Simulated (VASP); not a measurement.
# Si8NO16 (a cell with a defect) in VASP: single point with PBE

Aim: the single point of Si8NO16 (a cell with a defect) with PBE.

Program: VASP 6.6.1. These are calculated values, not measurements. Logs are shortened: lines on timing, memory, paths and dates and some standing lists are left out, and cuts for length are marked.

### Step 1. The cell of the first run

The cell holds a defect, 25 atoms: a = 5.910 Å, b = 5.910 Å, c = 5.330 Å, α = 90.00°, β = 90.00°, γ = 90.00°.

### Step 2. Single point, PBE, collinear spin, ferromagnetic start

INCAR

```
PREC     = Accurate       # precision mode
ENCUT    = 520            # plane-wave cutoff, eV
EDIFF    = 1E-6           # SCF threshold, eV
ISMEAR   = 0              # smearing method
SIGMA    = 0.02           # smearing width, eV
LREAL    = Auto         
LASPH    = T              # aspherical terms in the spheres
NELM     = 150            # most SCF steps
ALGO     = Normal         # electronic algorithm
ISIF     = 2              # what is computed and relaxed
LWAVE    = F              # write WAVECAR
LCHARG   = F              # write CHGCAR
ISPIN    = 2              # spin polarisation
MAGMOM   = 0 0 0 0 0 0 0 0 0 0 0 0 0 0 0 0 0 0 0 0 0 0 0 0 1 # initial moments
LORBIT   = 11             # projections on sites
GGA      = PE             # functional
NBANDS   = 88             # bands
```

KPOINTS

```
Automatic mesh
0
Gamma
  2 2 3
```

POSCAR

```
Si8NO16
1.0
   -4.1790000000     -4.1790000000      0.0000000000
    4.1790000000     -4.1790000000      0.0000000000
    0.0000000000      0.0000000000      5.3298000000
Si O N
8 16 1
Direct
    0.5033059015      0.4773564190      0.0145494698
    0.0083597130      0.4923964937      0.2487229193
    0.5208994467      0.5044067271      0.4862599993
    0.0118276234      0.4938566051      0.7487602332
    0.0173349716      0.0014670926     -0.0077034668
    0.5134364568     -0.0042443550      0.2361469672
    0.0140458853     -0.0018143064      0.4896002329
    0.5249592170      0.0339685482      0.7294805049
    0.1879485485      0.4590855937      0.0110227108
    0.0084041877      0.1894573438      0.2450023436
    0.8060484300      0.5023038586     -0.0067754646
    0.0199753219      0.8013922083      0.2391484713
    0.2101490665      0.4974291825      0.4980173389
    0.0075202326      0.1910946280      0.7396400166
    0.8227193703      0.4955629396      0.4927835004
    0.0119975120      0.8031285586      0.7437217583
    0.7090014619      0.0069048323     -0.0102315594
    0.5137681562      0.6936204072      0.2450859136
    0.3220754561      0.0317016341     -0.0107635185
    0.5162580573      0.3022567084      0.2541778837
    0.7148928307      0.0216491213      0.4760229103
    0.3963870568      0.6859326581      0.8518563037
    0.3179539027      0.0133842049      0.4870180839
    0.5188846009      0.3208302494      0.7407652319
    0.5445962926      0.7417629369      0.6842824157
```

Potentials or basis: VASP PAW PBE potentials, release 64 (Si, O, N).

On the command line:

```
$ cat potpaw_PBE.64/Si/POTCAR potpaw_PBE.64/O/POTCAR potpaw_PBE.64/N/POTCAR > POTCAR
$ mpirun -np 1 vasp_std > vasp.out
```

OUTCAR:

```text
PREC = Accurate
   ENCUT = 520
   EDIFF = 1E-6
   ISMEAR = 0
   LREAL = Auto
   LASPH = T
   NELM = 150
   ISIF = 2
   ISPIN = 2
   LORBIT = 11
   GGA = PE

 ion  position               nearest neighbor table
   1  0.503  0.477  0.015-  22 1.63  20 1.65  24 1.73  18 1.77  11 1.80   9 1.87  25 2.37   3 2.52
                             3 2.82   8 3.03   6 3.08
   2  0.008  0.492  0.249-   9 1.66  15 1.70  13 1.79  10 1.79  11 1.81  12 1.83   4 2.66   4 2.67
                             3 3.15
   3  0.521  0.504  0.486-  18 1.70  20 1.72  24 1.74  25 1.76  15 1.78  13 1.84  22 2.34   1 2.52
                             1 2.82   8 3.07   2 3.15
   4  0.012  0.494  0.749-   9 1.75  15 1.76  13 1.78  11 1.78  14 1.79  16 1.83   2 2.66   2 2.67
[... 7 lines left out ...]
   8  0.525  0.034  0.729-  24 1.70  25 1.75  21 1.76  17 1.77  23 1.78  19 1.83  22 2.29   6 2.64
                             6 2.71   1 3.03   3 3.07
   9  0.188  0.459  0.011-   2 1.66   4 1.75   1 1.87
  10  0.008  0.189  0.245-   7 1.73   5 1.75   2 1.79
  11  0.806  0.502  0.993-   4 1.78   1 1.80   2 1.81
  12  0.020  0.801  0.239-   5 1.77   7 1.77   2 1.83
  13  0.210  0.497  0.498-   4 1.78   2 1.79   3 1.84
  14  0.008  0.191  0.740-   5 1.75   7 1.75   4 1.79
  15  0.823  0.496  0.493-   2 1.70   4 1.76   3 1.78
  16  0.012  0.803  0.744-   5 1.77   7 1.78   4 1.83
  17  0.709  0.007  0.990-   6 1.75   8 1.77   5 1.82
  18  0.514  0.694  0.245-   3 1.70   1 1.77   6 1.79
  19  0.322  0.032  0.989-   6 1.75   5 1.81   8 1.83
  20  0.516  0.302  0.254-   1 1.65   3 1.72   6 1.81
  21  0.715  0.022  0.476-   6 1.75   8 1.76   7 1.77
  22  0.396  0.686  0.852-  25 1.29   1 1.63   8 2.29   3 2.34
  23  0.318  0.013  0.487-   6 1.77   8 1.78   7 1.80
  24  0.519  0.321  0.741-   8 1.70   1 1.73   3 1.74
  25  0.545  0.742  0.684-  22 1.29   8 1.75   3 1.76   1 2.37

  LATTYP: Found a simple tetragonal cell.
 ALAT       =     5.9099984772
 C/A-ratio  =     0.9018276435

  Lattice vectors:

 A1 = (  -4.1790000000,  -4.1790000000,   0.0000000000)
 A2 = (   4.1790000000,  -4.1790000000,   0.0000000000)
 A3 = (   0.0000000000,   0.0000000000,   5.3298000000)

Analysis of symmetry for initial positions (statically):
=====================================================================
 Subroutine PRICEL returns:
 Original cell was already a primitive cell.

 Routine SETGRP: Setting up the symmetry group for a
 simple tetragonal supercell.

 Subroutine GETGRP returns: Found  1 space group operations
 (whereof  1 operations were pure point group operations)
 out of a pool of 16 trial point group operations.

The static configuration has the point symmetry C_1 .

Analysis of symmetry for dynamics (positions and initial velocities):
=====================================================================
 Subroutine PRICEL returns:
 Original cell was already a primitive cell.

 Routine SETGRP: Setting up the symmetry group for a
 simple tetragonal supercell.

 Subroutine GETGRP returns: Found  1 space group operations
 (whereof  1 operations were pure point group operations)
 out of a pool of 16 trial point group operations.

The dynamic configuration has the point symmetry C_1 .

Analysis of structural, dynamic, and magnetic symmetry:
=====================================================================
 Subroutine PRICEL returns:
 Original cell was already a primitive cell.

 Routine SETGRP: Setting up the symmetry group for a
 simple tetragonal supercell.

 Subroutine GETGRP returns: Found  1 space group operations
 (whereof  1 operations were pure point group operations)
 out of a pool of 16 trial point group operations.

The overall configuration has the point symmetry C_1 .

 Subroutine INISYM returns: Found  1 space group operations
 (whereof  1 operations are pure point group operations),
 and found     1 'primitive' translations

----------------------------------------------------------------------------------------

                                     Primitive cell
[... 103 lines left out ...]
   number of dos      NEDOS =    301   number of ions     NIONS =     25
   total plane-waves  NPLWV =  92160
   dimension x,y,z NGX =    48 NGY =   48 NGZ =   40
   dimension x,y,z NGXF=    96 NGYF=   96 NGZF=   80
   ions per type =               8  16   1
   NGX,Y,Z   is equivalent  to a cutoff of  13.50, 13.50, 12.48 a.u.
   NGXF,Y,Z  is equivalent  to a cutoff of  27.00, 27.00, 24.95 a.u.
 SYSTEM =  unknown system
   PREC   = accura    normal or accurate (medium, high low for compatibility)
   ISTART =      0    job   : 0-new  1-cont  2-samecut
   ICHARG =      2    charge: 1-file 2-atom 10-const
   ISPIN  =      2    spin polarized calculation?
   LNONCOLLINEAR =      F non collinear calculations
   LSORBIT =      F    spin-orbit coupling
   LASPH  =      T    aspherical Exc in radial PAW
   ENCUT  =  520.0 eV  38.22 Ry    6.18 a.u.  10.99 10.99  9.91*2*pi/ulx,y,z
   NELM   =    150;   NELMIN=  2; NELMDL= -5     # of ELM steps
   EDIFF  = 0.1E-05   stopping-criterion for ELM
   LREAL  =      T    real-space projection
   EDIFFG = 0.1E-04   stopping-criterion for IOM
   NSW    =      0    number of steps for IOM
   IBRION =     -1    ionic relax: 0-MD 1-quasi-New 2-CG
   NFREE  =      0    steps in history (QN), initial steepest desc. (CG)
   ISIF   =      2    stress and relaxation
   ISYM   =      2    0-nonsym 1-usesym 2-fastsym
   POTIM  = 0.5000    time-step for ionic-motion
   TEBEG  =    0.0;   TEEND  =   0.0 temperature during run
   PSTRESS=    0.0 pullay stress
   NELECT =     133.0000    total number of electrons
   NUPDOWN=      -1.0000    fix difference up-down
   EMIN   =  10.00;   EMAX   =-10.00  energy-range for DOS
   EFERMI =   0.00;   METHOD = LEGACY
   ISMEAR =     0;   SIGMA  =   0.02  broadening in eV -4-tet -1-fermi 0-gaus
   EFERMI_NEDOS =   21; number of points for ismear=-14 and -15
   IALGO  =     38    algorithm
   IMIX   =      4    mixing-type and parameters
     AMIX     =   0.40;   BMIX     =  1.00
     AMIX_MAG =   1.60;   BMIX_MAG =  1.00
  volume/ion in A,a.u.               =       7.45        50.25
  Fermi-wavevector in a.u.,A,eV,Ry     =   1.463514  2.765640 29.141947  2.141873
  Thomas-Fermi vector in A             =   2.579600
   LORBIT       =     11    0 simple, 1 ext, 2 COOP (PROOUT), +10 PAW based schemes
   GGA     = PE    functional components
   LHFCALC =     F    Hartree Fock is set to
   AEXX    =    0.0000 exact exchange contribution
   IVDW    =     0    specifies the selected vdW correction
   LEPSILON=     F    determine dielectric tensor
   LRPA    =     F    only Hartree local field effects (RPA)
 spin polarized calculation
 Gauss-broadening in eV      SIGMA  =   0.02
  energy-cutoff  :      520.00
  volume of cell :      186.16
 maximum number of plane-waves:      5031
 NGX is ok and might be reduce to    48
   NGX = 21   NGY = 21   NGZ = 19

 number of electron     132.9999978 magnetization       0.9999999

 Free energy of the ion-electron system (eV)
  ---------------------------------------------------
  ext. energy  EPLUGINS =         0.00000000
  ---------------------------------------------------
  free energy    TOTEN  =      -184.16636873 eV

  energy without entropy =     -184.16636873  energy(sigma->0) =     -184.16636873

 E-fermi :   9.6146     XC(G=0): -12.4802

 val. band max:        9.4361770353   @ k =   0.5000   0.0000   0.3333
 cond. band min:      10.1565682904   @ k =   0.0000   0.5000   0.0000
 fundamental gap:      0.7203912551
 Fermi energy:         9.6146097285

 spin component 1

 k-point     1 :       0.0000    0.0000    0.0000
  band No.  band energies     occupation
      1     -15.4594      1.00000
      2     -13.5850      1.00000
      3     -12.3773      1.00000
      4     -12.1678      1.00000
      5     -11.6837      1.00000
      6     -11.3164      1.00000
[... 637 lines left out ...]
     77      18.4541      0.00000
     78      18.5805      0.00000
 Fermi energy:         9.6146097285

 spin component 2

 k-point     1 :       0.0000    0.0000    0.0000
  band No.  band energies     occupation
      1     -15.1723      1.00000
      2     -13.4981      1.00000
      3     -12.3616      1.00000
      4     -12.1511      1.00000
      5     -11.6684      1.00000
      6     -11.2937      1.00000
[... 637 lines left out ...]
     77      18.4910      0.00000
     78      18.6155      0.00000
 [bands above 78 left out]

------------------------ aborting loop because EDIFF is reached ----------------------------------------

  FORCE on cell =-STRESS in cart. coord.  units (eV):
  Direction    XX          YY          ZZ          XY          YZ          ZX
  --------------------------------------------------------------------------------------
  -------------------------------------------------------------------------------------
  Total       25.1871946     36.7481835     42.0380479     -8.6673908     11.1271090     -0.5488319
  in kB      216.7727713    316.2720465    361.7990925    -74.5956171     95.7651021     -4.7235042
  external PRESSURE =     298.2813034 kB  Pullay stress =       0.0000000 kB

 VOLUME and BASIS-vectors are now :
 -----------------------------------------------------------------------------
  energy-cutoff  :      520.00
  volume of cell :      186.16
      direct lattice vectors                 reciprocal lattice vectors
    -4.179000000 -4.179000000  0.000000000    -0.119645848 -0.119645848  0.000000000
     4.179000000 -4.179000000  0.000000000     0.119645848 -0.119645848  0.000000000
     0.000000000  0.000000000  5.329800000     0.000000000  0.000000000  0.187624301

 POSITION                                       TOTAL-FORCE (eV/Angst)
 -----------------------------------------------------------------------------------
     -0.10844     -4.09819      0.07755        -0.013126      0.024026     -0.005385
      2.02279     -2.09266      1.32564         0.001065     -0.003389      0.011646
     -0.06892     -4.28475      2.59167         0.000985     -0.016481      0.055987
      2.01440     -2.11325      3.99074        -0.010195     -0.010347      0.000515
     -0.06631     -0.07857      5.28874         0.000335     -0.007832      0.000152
      2.01561     -6.30691      1.25862        -0.002514      0.002899     -0.000369
[... 17 lines left out ...]
     -0.82767     -3.50917      3.94813         0.002586      0.000314     -0.002945
      0.82396     -5.37570      3.64709        -0.075088     -0.233755     -0.279321
 -----------------------------------------------------------------------------------
    total drift:                               -0.002910     -0.006082     -0.017425

  FREE ENERGIE OF THE ION-ELECTRON SYSTEM (eV)
  ---------------------------------------------------
  free  energy   TOTEN  =      -184.1663687286 eV

  energy  without entropy=     -184.1663687286  energy(sigma->0) =     -184.16636873

 total charge

# of ion       s       p       d       tot
------------------------------------------
    1        0.621   0.961   0.000   1.582
    2        0.598   0.910   0.000   1.508
    3        0.611   0.942   0.000   1.553
    4        0.587   0.864   0.000   1.451
    5        0.589   0.875   0.000   1.464
    6        0.591   0.884   0.000   1.475
[... 17 lines left out ...]
   24        1.554   3.757   0.000   5.310
   25        1.294   2.642   0.000   3.936
--------------------------------------------------
tot         31.016  69.145   0.000 100.161

 magnetization (x)

# of ion       s       p       d       tot
------------------------------------------
    1        0.006   0.006   0.000   0.012
    2        0.000   0.000   0.000   0.000
    3        0.001   0.001   0.000   0.002
    4        0.000  -0.000   0.000   0.000
    5       -0.000  -0.000   0.000  -0.000
    6       -0.000  -0.000   0.000  -0.000
[... 17 lines left out ...]
   24       -0.000  -0.000   0.000  -0.001
   25        0.014   0.422   0.000   0.436
--------------------------------------------------
tot          0.030   0.748   0.000   0.778
```

It took 12 min on 1 thread of Oxide Virtual Turin-like, shared host; peak memory 0.41 GiB.

Results:

* Free energy: -184.1664 eV
* Pressure: 29.8 GPa
* Largest force: 0.372 eV/Å
* Band gap on the k mesh: 0.72 eV
* Net moment: 1.00 μB per cell
* Site moments: Si +0.01, +0.00, -0.00, -0.01 (each value once); O +0.01, +0.00, +0.02, +0.04, -0.00, +0.20 (each value once); N +0.44 μB
* Valence electrons inside the program's atomic spheres: Si 1.58, 1.51, 1.55, 1.45, 1.46, 1.48 (each value once); O 5.29, 5.28, 5.22, 5.26, 5.24, 5.27, 5.23, 5.32, 5.31 (each value once); N 3.94

Forces in eV/Å, atoms in the order of the input:
```
Si  -0.013  0.024 -0.005
Si   0.001 -0.003  0.012
Si   0.001 -0.016  0.056
Si  -0.010 -0.010  0.001
Si   0.000 -0.008  0.000
Si  -0.003  0.003  0.000
Si  -0.009 -0.003  0.008
Si  -0.004  0.014  0.008
O   -0.023 -0.036 -0.027
O    0.016 -0.011 -0.003
O    0.017  0.016 -0.006
O   -0.004  0.014  0.004
O   -0.009 -0.011  0.013
O    0.008 -0.009 -0.006
O    0.014  0.019  0.005
O   -0.012  0.011 -0.007
O   -0.008 -0.014  0.000
O    0.025 -0.027 -0.013
O   -0.001  0.013 -0.012
O   -0.037  0.039  0.020
O   -0.018  0.008  0.002
O    0.134  0.202  0.226
O    0.008  0.018  0.007
O    0.003  0.000 -0.003
N   -0.075 -0.234 -0.279
```

Levels at points of the mesh, in eV from the valence-band top:
Spin up:
```tsv
k point	band 64	band 65	band 66	band 67	band 68	band 69	band 70	band 71
(0.00, 0.00, 0.00)	-1.65	-1.05	-1.03	-0.57	4.93	6.07	6.11	6.58
(0.50, 0.00, 0.00)	-1.89	-1.35	-0.70	-0.50	5.90	5.97	6.83	6.98
(0.00, 0.50, 0.00)	-1.97	-1.55	-0.69	-0.63	6.05	6.25	6.78	7.02
(0.50, 0.50, 0.00)	-1.67	-1.63	-0.90	-0.41	6.77	6.83	7.02	7.23
```
Spin down:
```tsv
k point	band 64	band 65	band 66	band 67	band 68	band 69
(0.00, 0.00, 0.00)	-1.57	-0.94	-0.83	0.75	4.95	6.11
(0.50, 0.00, 0.00)	-1.86	-1.28	-0.55	0.88	5.92	5.99
(0.00, 0.50, 0.00)	-1.84	-1.50	-0.50	0.72	6.05	6.28
(0.50, 0.50, 0.00)	-1.62	-1.55	-0.69	0.93	6.79	6.86
```

Caveat: the k points lie up to 0.53 Å⁻¹ apart.
